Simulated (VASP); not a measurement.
# K3Br (Pm-3m) in VASP: further runs, part 2 of 2

VASP 6.6.1. The steps go on from the part before.

### Step 4. Relaxation of cell and atoms, PBE

File INCAR:

```
PREC     = Accurate       # precision mode
ENCUT    = 600            # plane-wave cutoff, eV
EDIFF    = 1E-6           # SCF threshold, eV
ISMEAR   = 0              # smearing method
SIGMA    = 0.1            # smearing width, eV
LREAL    = F              # projectors in reciprocal space
LASPH    = T              # aspherical terms in the spheres
NELM     = 60             # most SCF steps
ALGO     = Normal         # electronic algorithm
ISIF     = 3              # what is computed and relaxed
LWAVE    = F              # write WAVECAR
LCHARG   = F              # write CHGCAR
GGA      = PE             # functional
IBRION   = 2              # ionic algorithm
NSW      = 90             # ionic steps
EDIFFG   = -0.04          # ionic threshold
```

File KPOINTS:

```
Automatic mesh
0
Gamma
  4 4 4
```

File POSCAR:

```
K3Br
1.0
    5.1478838134      0.0000000000      0.0000000000
    0.0000000000      5.1478838134      0.0000000000
    0.0000000000      0.0000000000      5.1478838134
K Br
3 1
Direct
    0.0000000000      0.5000000000      0.5000000000
    0.5000000000      0.0000000000      0.5000000000
    0.5000000000      0.5000000000      0.0000000000
    0.0000000000      0.0000000000      0.0000000000
```

Potentials or basis: VASP PAW PBE potentials, release 64 (K_sv, Br).

Launch:

```bash
> cat potpaw_PBE.64/K_sv/POTCAR potpaw_PBE.64/Br/POTCAR > POTCAR
> mpirun -np 1 vasp_std > vasp.out
```

OUTCAR:

```text
PREC = Accurate
   ENCUT = 600
   EDIFF = 1E-6
   ISMEAR = 0
   LREAL = F
   LASPH = T
   NELM = 60
   ISIF = 3
   GGA = PE
   IBRION = 2
   NSW = 90
   EDIFFG = -0.04

 ion  position               nearest neighbor table
   1  0.000  0.500  0.500-   2 3.64   3 3.64   3 3.64   2 3.64   2 3.64   3 3.64   3 3.64   2 3.64

   2  0.500  0.000  0.500-   1 3.64   3 3.64   3 3.64   1 3.64   3 3.64   3 3.64   1 3.64   1 3.64

   3  0.500  0.500  0.000-   1 3.64   2 3.64   1 3.64   2 3.64   2 3.64   2 3.64   1 3.64   1 3.64

   4  0.000  0.000  0.000-

  LATTYP: Found a simple cubic cell.
 ALAT       =     5.1478838134

  Lattice vectors:

 A1 = (   5.1478838134,   0.0000000000,   0.0000000000)
 A2 = (   0.0000000000,   5.1478838134,   0.0000000000)
 A3 = (   0.0000000000,   0.0000000000,   5.1478838134)

Analysis of symmetry for initial positions (statically):
=====================================================================
 Subroutine PRICEL returns:
 Original cell was already a primitive cell.

 Routine SETGRP: Setting up the symmetry group for a
 simple cubic supercell.

 Subroutine GETGRP returns: Found 48 space group operations
 (whereof 48 operations were pure point group operations)
 out of a pool of 48 trial point group operations.

The static configuration has the point symmetry O_h .

Analysis of symmetry for dynamics (positions and initial velocities):
=====================================================================
 Subroutine PRICEL returns:
 Original cell was already a primitive cell.

 Routine SETGRP: Setting up the symmetry group for a
 simple cubic supercell.

 Subroutine GETGRP returns: Found 48 space group operations
 (whereof 48 operations were pure point group operations)
 out of a pool of 48 trial point group operations.
[... 94 lines left out ...]
   IBRION =      2    ionic relax: 0-MD 1-quasi-New 2-CG
   NFREE  =      1    steps in history (QN), initial steepest desc. (CG)
   ISIF   =      3    stress and relaxation
   ISYM   =      2    0-nonsym 1-usesym 2-fastsym
   POTIM  = 0.5000    time-step for ionic-motion
   TEBEG  =    0.0;   TEEND  =   0.0 temperature during run
   PSTRESS=    0.0 pullay stress
   NELECT =      34.0000    total number of electrons
   NUPDOWN=      -1.0000    fix difference up-down
   EMIN   =  10.00;   EMAX   =-10.00  energy-range for DOS
   EFERMI =   0.00;   METHOD = LEGACY
   ISMEAR =     0;   SIGMA  =   0.10  broadening in eV -4-tet -1-fermi 0-gaus
   EFERMI_NEDOS =   21; number of points for ismear=-14 and -15
   IALGO  =     38    algorithm
   IMIX   =      4    mixing-type and parameters
     AMIX     =   0.40;   BMIX     =  1.00
     AMIX_MAG =   1.60;   BMIX_MAG =  1.00
  volume/ion in A,a.u.               =      34.11       230.16
  Fermi-wavevector in a.u.,A,eV,Ry     =   1.030242  1.946874 14.441192  1.061398
  Thomas-Fermi vector in A             =   2.164330
   LORBIT       =      0    0 simple, 1 ext, 2 COOP (PROOUT), +10 PAW based schemes
   GGA     = PE    functional components
   LHFCALC =     F    Hartree Fock is set to
   AEXX    =    0.0000 exact exchange contribution
   IVDW    =     0    specifies the selected vdW correction
   LEPSILON=     F    determine dielectric tensor
   LRPA    =     F    only Hartree local field effects (RPA)
 conjugate gradient relaxation of ions
 non-spin polarized calculation
 Gauss-broadening in eV      SIGMA  =   0.10
  energy-cutoff  :      600.00
  volume of cell :      136.42
 maximum number of plane-waves:      4632
 NGX is ok and might be reduce to    42
   NGX = 21   NGY = 21   NGZ = 21

--------------------------------------- Ionic step        1  -------------------------------------------

 number of electron      34.0000004 magnetization

 Free energy of the ion-electron system (eV)
  ---------------------------------------------------
  ext. energy  EPLUGINS =         0.00000000
  ---------------------------------------------------
  free energy    TOTEN  =        -6.37161568 eV

  energy without entropy =       -6.36623305  energy(sigma->0) =       -6.36892436

------------------------ aborting loop because EDIFF is reached ----------------------------------------

  FORCE on cell =-STRESS in cart. coord.  units (eV):
  Direction    XX          YY          ZZ          XY          YZ          ZX
  --------------------------------------------------------------------------------------
  -------------------------------------------------------------------------------------
  Total        4.8020969      4.8020969      4.8020969      0.0000000     -0.0000000     -0.0000000
  in kB       56.3969074     56.3969074     56.3969074      0.0000000     -0.0000000     -0.0000000
  external PRESSURE =      56.3969074 kB  Pullay stress =       0.0000000 kB
[... 139 lines left out ...]
--------------------------------------- Ionic step        5  -------------------------------------------

 number of electron      33.9999992 magnetization

 Free energy of the ion-electron system (eV)
  ---------------------------------------------------
  ext. energy  EPLUGINS =         0.00000000
  ---------------------------------------------------
  free energy    TOTEN  =        -7.25407422 eV

  energy without entropy =       -7.24875836  energy(sigma->0) =       -7.25141629

 E-fermi :   1.0143     XC(G=0):  -6.3659

 val. band max:        0.9858124803   @ k =   0.5000   0.5000   0.2500
 cond. band min:       1.1941962520   @ k =   0.5000   0.2500   0.0000
 fundamental gap:      0.2083837717
 Fermi energy:         1.0142505467

 k-point     1 :       0.0000    0.0000    0.0000
  band No.  band energies     occupation
      1     -31.4469      2.00000
      2     -31.4292      2.00000
      3     -31.4292      2.00000
      4     -14.9918      2.00000
      5     -14.9918      2.00000
      6     -14.9918      2.00000
[... 260 lines left out ...]
  FREE ENERGIE OF THE ION-ELECTRON SYSTEM (eV)
  ---------------------------------------------------
  free  energy   TOTEN  =        -7.2540742247 eV

  energy  without entropy=       -7.2487583574  energy(sigma->0) =       -7.25141629

 reached required accuracy - stopping structural energy minimisation
```

CONTCAR:

```text
K3Br
   1.00000000000000
     5.9261958349058483    0.0000000000000000   -0.0000000000000000
     0.0000000000000000    5.9261958349058474   -0.0000000000000000
    -0.0000000000000000   -0.0000000000000000    5.9261958349058474
  K               Br
     3     1
Direct
     0.0000000000000000    0.5000000000000000    0.5000000000000000
     0.5000000000000000    0.0000000000000000    0.5000000000000000
     0.5000000000000000    0.5000000000000000    0.0000000000000000
     0.0000000000000000    0.0000000000000000    0.0000000000000000

  0.00000000E+00  0.00000000E+00  0.00000000E+00
  0.00000000E+00  0.00000000E+00  0.00000000E+00
  0.00000000E+00  0.00000000E+00  0.00000000E+00
  0.00000000E+00  0.00000000E+00  0.00000000E+00
```

Wall time 5.2 min (1 thread of Intel Xeon 8259CL, shared host); peak memory 0.28 GiB.

What came out:

| Property | Result |
| --- | --- |
| Free energy | -7.2541 eV |
| Relaxed volume | 52.03 Å³/atom |
| Relaxed cell | a = 5.926 Å, b = 5.926 Å, c = 5.926 Å, α = 90.00°, β = 90.00°, γ = 90.00° |
| Space group after relaxing (to 0.1 Å) | Pm-3m (No. 221) |
| Energy gained by relaxing | 220.6 meV/atom |
| Ionic steps | 5 |
| Pressure after relaxing | 0.0 GPa |
| Band gap on the k mesh | zero (bands 17 and 18 overlap by 0.79 eV) |

Step by step:
```tsv
step	energy change (eV)	largest force (eV/Å)	pressure (GPa)	volume (Å³)
1	0.0000	0.0000	5.64	136.42
2	-0.6005	0.0000	2.40	161.53
3	-0.8498	0.0000	0.62	190.05
4	-0.8803	0.0000	0.14	203.41
5	-0.8825	0.0000	0.01	208.13
```

Final structure:
```cif
data_structure
_symmetry_space_group_name_H-M 'P 1'
_symmetry_Int_Tables_number 1
_cell_length_a 5.9262
_cell_length_b 5.9262
_cell_length_c 5.9262
_cell_angle_alpha 90.000
_cell_angle_beta 90.000
_cell_angle_gamma 90.000
_cell_volume 208.13
loop_
_atom_site_label
_atom_site_type_symbol
_atom_site_fract_x
_atom_site_fract_y
_atom_site_fract_z
_atom_site_occupancy
K1 K 0.00000 0.50000 0.50000 1
K2 K 0.50000 0.00000 0.50000 1
K3 K 0.50000 0.50000 0.00000 1
Br1 Br 0.00000 0.00000 0.00000 1
```

Caveat: the volume moved by over 15 % at a fixed basis, so the end points are rough.

### Step 5. Overview

```csv
task,cell,cutoff (eV),gap on the mesh (eV),pressure (GPa)
single point,"a = 5.148 Å, 4 atoms",520,none,5.6
single point,"a = 5.827 Å, 4 atoms",520,none,0.3
relaxation of cell and atoms,"relaxed from a = 5.148 Å, 4 atoms",600,none,0.0
```

Alike in all rows: level PBE; potentials or basis VASP PAW PBE potentials, release 64 (K_sv, Br); no spin polarisation; k mesh 4 × 4 × 4; smearing gaussian 0.1 eV.

Caveats: the cell stands under pressure (at least some runs); the volume moved by over 15 % at a fixed basis, so the end points are rough (at least some runs).

Absolute energies hang on the potentials; compare differences alone.

The gap in the log of VASP goes by the Fermi energy; the results here count the filled bands.